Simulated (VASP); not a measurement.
# Al in VASP: notebook, part 2 of 2

VASP 6.6.1. Earlier steps stand in the parts before.

### 5 Single point, PBEsol

INCAR reads:

```
PREC = Accurate ; ENCUT = 520
EDIFF = 1E-6 ; ISMEAR = 0
SIGMA = 0.1 ; LREAL = False
LASPH = True ; NELM = 60
ALGO = Fast ; ISIF = 2
LWAVE = False ; LCHARG = False
GGA = PS ; NBANDS = 8
```

KPOINTS reads:

```
regular mesh
0
Gamma
  24 24 24
```

POSCAR reads:

```
Al
1.0
    0.0000000000      2.0068990025      2.0068990025
    2.0068990025      0.0000000000      2.0068990025
    2.0068990025      2.0068990025      0.0000000000
Al
1
Direct
    0.5000000000      0.5000000000      0.5000000000
```

Potentials or basis: VASP PAW PBE potentials, release 64 (Al).

On the command line:

```
> cat potpaw_PBE.64/Al/POTCAR > POTCAR
> mpirun -np 1 vasp_std > vasp.out
```

OUTCAR:

```text
PREC = Accurate
   ENCUT = 520
   EDIFF = 1E-6
   ISMEAR = 0
   LREAL = False
   LASPH = True
   NELM = 60
   ISIF = 2
   GGA = PS

 ion  position               nearest neighbor table
   1  0.500  0.500  0.500-

  LATTYP: Found a face centered cubic cell.
 ALAT       =     4.0137980050

  Lattice vectors:

 A1 = (   0.0000000000,   2.0068990025,   2.0068990025)
 A2 = (   2.0068990025,   0.0000000000,   2.0068990025)
 A3 = (   2.0068990025,   2.0068990025,   0.0000000000)

[... 443 lines left out ...]
      8      24.5217      0.00000

 [... further k-points ...]

------------------------ aborting loop because EDIFF is reached ----------------------------------------

  FORCE on cell =-STRESS in cart. coord.  units (eV):
  Direction    XX          YY          ZZ          XY          YZ          ZX
  --------------------------------------------------------------------------------------
  -------------------------------------------------------------------------------------
  Total        0.0055153      0.0055153      0.0055153     -0.0000000     -0.0000000     -0.0000000
  in kB        0.5466055      0.5466055      0.5466055     -0.0000000     -0.0000000     -0.0000000
  external PRESSURE =       0.5466055 kB  Pullay stress =       0.0000000 kB

 VOLUME and BASIS-vectors are now :
 -----------------------------------------------------------------------------
  energy-cutoff  :      520.00
  volume of cell :       16.17
      direct lattice vectors                 reciprocal lattice vectors
     0.000000000  2.006899002  2.006899002    -0.249140589  0.249140589  0.249140589
     2.006899002  0.000000000  2.006899002     0.249140589 -0.249140589  0.249140589
     2.006899002  2.006899002  0.000000000     0.249140589  0.249140589 -0.249140589

 POSITION                                       TOTAL-FORCE (eV/Angst)
 -----------------------------------------------------------------------------------
      2.00690      2.00690      2.00690         0.000000     -0.000000      0.000000
 -----------------------------------------------------------------------------------
    total drift:                               -0.000000      0.000000      0.000000

  FREE ENERGIE OF THE ION-ELECTRON SYSTEM (eV)
  ---------------------------------------------------
  free  energy   TOTEN  =        -4.0917631857 eV

  energy  without entropy=       -4.0894127355  energy(sigma->0) =       -4.09058796
```

OSZICAR:

```text
N       E                     dE             d eps       ncg     rms          rms(c)
DAV:   1    -0.247796452898E+01   -0.24780E+01   -0.98750E+02  6712   0.237E+02
DAV:   2    -0.411439528272E+01   -0.16364E+01   -0.15704E+01  9608   0.183E+01
DAV:   3    -0.412071973238E+01   -0.63244E-02   -0.63209E-02  8480   0.146E+00
DAV:   4    -0.412073182060E+01   -0.12088E-04   -0.12088E-04 10424   0.499E-02
DAV:   5    -0.412073185594E+01   -0.35348E-07   -0.35769E-07  8576   0.136E-03    0.143E+00
RMM:   6    -0.410344120567E+01    0.17291E-01   -0.13811E-03  6620   0.184E-01    0.826E-01
RMM:   7    -0.409174468923E+01    0.11697E-01   -0.41587E-03  7691   0.312E-01    0.138E-01
RMM:   8    -0.409176066749E+01   -0.15978E-04   -0.23704E-04  7366   0.920E-02    0.318E-02
RMM:   9    -0.409176447451E+01   -0.38070E-05   -0.34624E-05  7630   0.372E-02    0.153E-02
RMM:  10    -0.409176311725E+01    0.13573E-05   -0.54316E-06  7689   0.140E-02    0.276E-02
RMM:  11    -0.409176318573E+01   -0.68476E-07   -0.10535E-06  6824   0.601E-03
   1 F= -.40917632E+01 E0= -.40905880E+01  d E =-.235045E-02
```

stdout:

```text
POSCAR found type information on POSCAR Al
 POSCAR found :  1 types and       1 ions
 scaLAPACK will be used
 -----------------------------------------------------------------------------
|                                                                             |
|                                                                             |
|     You enforced a specific xc type in the INCAR file but a different       |
|     I HOPE YOU KNOW WHAT YOU ARE DOING!                                     |
|                                                                             |
 -----------------------------------------------------------------------------

 LDA part: xc-table for (Slater+PW92), standard interpolation
 POSCAR, INCAR and KPOINTS ok, starting setup
 FFT: planning ... GRIDC
 FFT: planning ... GRID_SOFT
 FFT: planning ... GRID
 WAVECAR not read
 entering main loop
```

It took 66 s on 1 thread of AMD EPYC 7R13, shared host; peak memory 0.14 GiB.

What came out:

```yaml
Free_energy: -4.0918 eV
Pressure: 0.1 GPa
```

Caveat: the PAW data sets were made with another functional, which shifts forces and pressure a little.

### 6 Single point, PBEsol

INCAR reads:

```
SYSTEM = Al
PREC = Accurate
ENCUT = 500
EDIFF = 1E-6
ISMEAR = 0
SIGMA = 0.1
LREAL = .FALSE.
LASPH = .TRUE.
NELM = 120
ALGO = Normal
ISIF = 2
LWAVE = .FALSE.
LCHARG = .TRUE.
GGA = PS
LELF = .TRUE.
LVHAR = .TRUE.
NBANDS = 8
GGA_COMPAT = .FALSE.
```

KPOINTS reads:

```
regular mesh
0
G
  8 8 8
  0 0 0
```

POSCAR reads:

```
Al
1.0
    0.0000000000      2.0062932835      2.0062932835
    2.0062932835      0.0000000000      2.0062932835
    2.0062932835      2.0062932835      0.0000000000
Al
1
Direct
    0.5000000000      0.5000000000      0.5000000000
```

Potentials or basis: VASP PAW PBE potentials, release 64 (Al).

On the command line:

```
> cat potpaw_PBE.64/Al/POTCAR > POTCAR
> mpirun -np 1 vasp_std > vasp.out
```

OUTCAR:

```text
SYSTEM = Al
   PREC = Accurate
   ENCUT = 500
   EDIFF = 1E-6
   ISMEAR = 0
   LREAL = .FALSE.
   LASPH = .TRUE.
   NELM = 120
   ISIF = 2
   GGA = PS

 ion  position               nearest neighbor table
   1  0.500  0.500  0.500-

  LATTYP: Found a face centered cubic cell.
 ALAT       =     4.0125865670

  Lattice vectors:

 A1 = (   0.0000000000,   2.0062932835,   2.0062932835)
 A2 = (   2.0062932835,   0.0000000000,   2.0062932835)
 A3 = (   2.0062932835,   2.0062932835,   0.0000000000)

[... 442 lines left out ...]
      8      29.0321      0.00000

 [... further k-points ...]

------------------------ aborting loop because EDIFF is reached ----------------------------------------

  FORCE on cell =-STRESS in cart. coord.  units (eV):
  Direction    XX          YY          ZZ          XY          YZ          ZX
  --------------------------------------------------------------------------------------
  -------------------------------------------------------------------------------------
  Total        0.0381861      0.0381861      0.0381861      0.0000000      0.0000000     -0.0000000
  in kB        3.7879346      3.7879346      3.7879346      0.0000000      0.0000000     -0.0000000
  external PRESSURE =       3.7879346 kB  Pullay stress =       0.0000000 kB

 VOLUME and BASIS-vectors are now :
 -----------------------------------------------------------------------------
  energy-cutoff  :      500.00
  volume of cell :       16.15
      direct lattice vectors                 reciprocal lattice vectors
     0.000000000  2.006293283  2.006293283    -0.249215807  0.249215807  0.249215807
     2.006293283  0.000000000  2.006293283     0.249215807 -0.249215807  0.249215807
     2.006293283  2.006293283  0.000000000     0.249215807  0.249215807 -0.249215807

 POSITION                                       TOTAL-FORCE (eV/Angst)
 -----------------------------------------------------------------------------------
      2.00629      2.00629      2.00629        -0.000000      0.000000     -0.000000
 -----------------------------------------------------------------------------------
    total drift:                               -0.000000      0.000000      0.000000

  FREE ENERGIE OF THE ION-ELECTRON SYSTEM (eV)
  ---------------------------------------------------
  free  energy   TOTEN  =        -4.0871860186 eV

  energy  without entropy=       -4.0840483454  energy(sigma->0) =       -4.08561718
```

OSZICAR:

```text
N       E                     dE             d eps       ncg     rms          rms(c)
DAV:   1    -0.283458850908E+01   -0.28346E+01   -0.98588E+02   464   0.232E+02
DAV:   2    -0.411066186287E+01   -0.12761E+01   -0.12742E+01   704   0.168E+01
DAV:   3    -0.411561562797E+01   -0.49538E-02   -0.49538E-02   560   0.124E+00
DAV:   4    -0.411562091850E+01   -0.52905E-05   -0.52903E-05   728   0.411E-02
DAV:   5    -0.411562092070E+01   -0.21985E-08   -0.22872E-08   600   0.674E-04    0.143E+00
DAV:   6    -0.409868771076E+01    0.16933E-01   -0.19762E-03   584   0.187E-01    0.816E-01
DAV:   7    -0.408720202912E+01    0.11486E-01   -0.54640E-03   576   0.301E-01    0.172E-01
DAV:   8    -0.408718671730E+01    0.15312E-04   -0.21275E-05   656   0.314E-02    0.862E-03
DAV:   9    -0.408718601859E+01    0.69871E-06   -0.34228E-07   672   0.268E-03
   1 F= -.40871860E+01 E0= -.40856172E+01  d E =-.313767E-02
```

Wall time 7.7 s (1 thread of AMD EPYC 7R43 (Zen 3), shared host); peak memory 0.09 GiB.

Results:

| Quantity | Value |
| --- | --- |
| Free energy | -4.0872 eV |
| Pressure | 0.4 GPa |

Caveat: the PAW data sets were made with another functional, which shifts forces and pressure a little.

### 7 Relaxation of cell and atoms, PBEsol

INCAR reads:

```
SYSTEM = Al
  ALGO = Normal
  EDIFF = 1E-7
  EDIFFG = -0.04
  ENCUT = 500
  GGA = PS
  GGA_COMPAT = .False.
  IBRION = 2
  ISIF = 3
  ISMEAR = 0
  LASPH = .True.
  LCHARG = .False.
  LREAL = .False.
  LWAVE = .False.
  NELM = 120
  NELMIN = 4
  NSW = 90
  PREC = Accurate
  SIGMA = 0.1
```

KPOINTS reads:

```
k-points
0
Gamma
  8 8 8
  0 0 0
```

POSCAR is that of step 6.

On the command line:

```
> cat potpaw_PBE.64/Al/POTCAR > POTCAR
> mpirun -np 1 vasp_std > vasp.out
```

Run time: 5.7 s. Hardware: 1 thread of AMD EPYC 7R43 (Zen 3), shared host; peak memory 0.09 GiB.

The run converged. Its results:

| Quantity | Value |
| --- | --- |
| Free energy | -4.0872 eV |
| Pressure after relaxing | 0.4 GPa |

Final structure:
```
CELL_PARAMETERS angstrom
0.00000 2.00629 2.00629
2.00629 0.00000 2.00629
2.00629 2.00629 0.00000
ATOMIC_POSITIONS crystal
Al 0.50000 0.50000 0.50000
```

Levels at points of the mesh, in eV from the Fermi level:
```csv
k point,band 1,band 2,band 3,band 4,band 5
"(0.00, 0.00, 0.00)",-11.33,12.66,12.66,12.66,14.32
"(0.50, 0.00, 0.00)",-4.73,-4.45,11.48,11.48,11.57
"(0.50, 0.50, 0.00)",-3.02,-1.66,5.21,5.64,5.64
```

Caveat: the relaxation stopped at its first step, so nothing moved; the PAW data sets were made with another functional, which shifts forces and pressure a little.

### 8 The runs side by side

| task | cell | k mesh | cutoff (eV) | gap on the mesh (eV) | pressure (GPa) | relaxed volume (Å³/atom) |
| --- | --- | --- | --- | --- | --- | --- |
| relaxation of cell and atoms | relaxed from a = 2.841 Å, angles 121.5, 118.7, 89.8°, 1 atom | 28 × 28 × 28 | 600 | none | 0.0 | 16.19 |
| single point | a = 2.838 Å, angles 60.0°, 1 atom | 24 × 24 × 24 | 520 | none | 0.1 | - |
| relaxation of cell and atoms | relaxed from a = 2.842 Å, angles 60.0°, 1 atom | 24 × 24 × 24 | 600 | none | 0.0 | 16.17 |
| single point | a = 2.837 Å, angles 60.0°, 1 atom | 8 × 8 × 8 | 500 | none | 0.4 | - |
| relaxation of cell and atoms | relaxed from a = 2.837 Å, angles 60.0°, 1 atom | 8 × 8 × 8 | 500 | none | 0.4 | - |

Alike in all rows: level PBEsol; potentials or basis VASP PAW PBE potentials, release 64 (Al); no spin polarisation; smearing gaussian 0.1 eV.

Caveats: the PAW data sets were made with another functional, which shifts forces and pressure a little; the relaxation stopped at its first step, so nothing moved (some runs).

Total energies depend on the potentials used, so only differences within one code and one set of settings carry meaning.
